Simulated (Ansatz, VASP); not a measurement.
# One calculation of Ag, two programs

File INCAR:

```
SYSTEM = Ag
ALGO = Normal
EDIFF = 1E-7
ENCUT = 520
GGA = PE
ISIF = 2
ISMEAR = -1
LASPH = .True.
LCHARG = .False.
LREAL = .False.
LWAVE = .False.
NBANDS = 18
NELM = 100
PREC = Accurate
SIGMA = 0.05
```

File KPOINTS:

```
k-points
0
Gamma
  11 11 11
  0 0 0
```

File POSCAR:

```
Ag
1.0
    0.0000000000      3.0663487248      3.0663487248
    3.0663487248      0.0000000000      3.0663487248
    3.0663487248      3.0663487248      0.0000000000
Ag
2
Direct
    0.0000000000      0.0000000000      0.0000000000
    0.2500000000      0.2500000000      0.2500000000
```

Input for Ansatz:

```yaml
crystal:
  lattice:
    - [0.0, 3.0663487248, 3.0663487248]
    - [3.0663487248, 0.0, 3.0663487248]
    - [3.0663487248, 3.0663487248, 0.0]
  atoms:
    - { symbol: Ag, position: [0.0, 0.0, 0.0] }
    - { symbol: Ag, position: [0.25, 0.25, 0.25] }
kpoints:
  mp_grid: { grid: [11, 11, 11] }
scf:
  occupations: { method: fermi_dirac, width: 0.05 }
hamiltonian:
  xc: pbe
  pseudopotentials: { kind: all_electron, lapw: { basis_error: 0.0005 } }
output:
  forces: true
  stress: true
  eigenvalues: true
```

Change from the starting cell: volume scaled by 0.96.

Alike in both runs: task single point; functional PBE; k mesh 11 × 11 × 11; occupations fermi-dirac, width 0.05 eV; no spin polarisation.

|  | VASP | Ansatz |
| --- | --- | --- |
| version | VASP 6.6.1 | Ansatz 0.2.0 |
| potentials or method | VASP PAW PBE potentials, release 64 (Ag), cutoff 520 eV | all-electron LAPW, scalar-relativistic |

```tsv
	VASP	Ansatz	Ansatz less VASP
pressure (GPa)	1.3	1.4	+0.08
```

Ansatz ran all-electron here, and VASP with PAW potentials.
